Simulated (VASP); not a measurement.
Set up this calculation in VASP 6.6.1, as the native input.

| Item | Value |
| --- | --- |
| Task | single point |
| Functional | HSE06 |
| Potentials or basis | VASP PAW PBE potentials, release 64 (Ga_d, N) |
| Cutoff | 520 eV |
| k mesh | 6 × 6 × 6 |
| Occupations | fermi-dirac, width 0.05 eV |
| Spin | no spin polarisation |
| Dipole correction | no |
| Grid for exact exchange (PRECFOCK) | Normal |
| Further INCAR settings | ALGO = Normal; EDIFF = 1e-06; NBANDS = 16 |
| Screening parameter | 0.2079 1/Å |

Crystal: GaN.

```xyz
2
Lattice="0.0000 2.1633 2.1633 2.1633 0.0000 2.1633 2.1633 2.1633 0.0000" Properties=species:S:1:pos:R:3 pbc="T T T"
Ga    0.0000    0.0000    0.0000
N     2.1633    2.1633    2.1633
```

One way to write it, as run:

POSCAR

```
GaN
1.0
    0.0000000000      2.1633334196      2.1633334196
    2.1633334196      0.0000000000      2.1633334196
    2.1633334196      2.1633334196      0.0000000000
Ga N
1 1
Direct
    0.0000000000      0.0000000000      0.0000000000
    0.5000000000      0.5000000000      0.5000000000
```

INCAR.step1

```
SYSTEM = GaN
PREC = Accurate
ENCUT = 520
EDIFF = 1E-5
ISMEAR = -1
SIGMA = 0.05
LREAL = .False.
LASPH = .True.
NELM = 60
ALGO = Normal
ISIF = 2
LWAVE = .True.
LCHARG = .False.
GGA = PE
NBANDS = 16
```

INCAR.step2

```
SYSTEM = GaN
PREC = Accurate
ENCUT = 520
EDIFF = 1E-6
ISMEAR = -1
SIGMA = 0.05
LREAL = .False.
LASPH = .True.
NELM = 60
ALGO = Normal
ISIF = 2
LWAVE = .False.
LCHARG = .False.
GGA = PE
LHFCALC = .True.
HFSCREEN = 0.2079
PRECFOCK = Normal
ISTART = 1
NBANDS = 16
```

KPOINTS

```
regular mesh
0
Gamma
  6 6 6
  0 0 0
```

Potentials or basis: VASP PAW PBE potentials, release 64 (Ga_d, N).

Launch:

```console
$ cat potpaw_PBE.64/Ga_d/POTCAR potpaw_PBE.64/N/POTCAR > POTCAR
$ cp INCAR.step1 INCAR
$ mpirun -np 1 vasp_std > vasp.out
$ cp INCAR.step2 INCAR
$ mpirun -np 1 vasp_std > vasp.out
```

Results of the run:

```
Pressure               : -16.5 GPa
Band gap on the k mesh : 1.32 eV, indirect (least direct gap 3.10 eV)
```

Caveat: the PAW data sets were made with another functional, which shifts forces and pressure a little.

It took 28 min on 1 thread of AMD EPYC 9R45 (Zen 5), with other jobs on the host, peak memory 0.22 GiB.
